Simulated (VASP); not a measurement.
Here is a VASP 6.6.1 calculation.

Contents of INCAR:

```
SYSTEM = FeSe2
PREC     = Accurate       ! precision mode
ENCUT    = 520            ! plane-wave cutoff, eV
EDIFF    = 1E-6           ! SCF threshold, eV
ISMEAR   = 0              ! smearing method
SIGMA    = 0.02           ! smearing width, eV
LREAL    = .False.        ! projectors in reciprocal space
LASPH    = .True.         ! aspherical terms in the spheres
NELM     = 80             ! most SCF steps
ALGO     = Normal         ! electronic algorithm
ISIF     = 2              ! what is computed and relaxed
LWAVE    = .False.        ! write WAVECAR
LCHARG   = .False.        ! write CHGCAR
GGA      = CA             ! functional
NBANDS   = 29             ! bands
```

File KPOINTS:

```
Automatic mesh
0
Gamma
  8 6 10
  0 0 0
```

POSCAR

```
FeSe2
1.0
    4.6323206755      0.0000000000      0.0000000000
    0.0000000000      5.5925755738      0.0000000000
    0.0000000000      0.0000000000      3.4822352511
Fe Se
2 4
Direct
    0.0000000000      0.0000000000      0.0000000000
    0.5000000000      0.5000000000      0.5000000000
    0.2186149167      0.3660581484      0.0000000000
    0.7813850833      0.6339418516      0.0000000000
    0.7186149167      0.1339418516      0.5000000000
    0.2813850833      0.8660581484      0.5000000000
```

Potentials or basis: VASP PAW LDA potentials, release 64 (Fe, Se).

Launch:

```bash
$ cat potpaw_LDA.64/Fe/POTCAR potpaw_LDA.64/Se/POTCAR > POTCAR
$ mpirun -np 1 vasp_std > vasp.out
```

(1) Predict the pressure.

(2) Predict the band gap on the k mesh.

## Answers

(1) 5.5 GPa.

(2) 0.33 eV (least direct gap 0.96 eV).

Caveat: the cell stands under pressure.
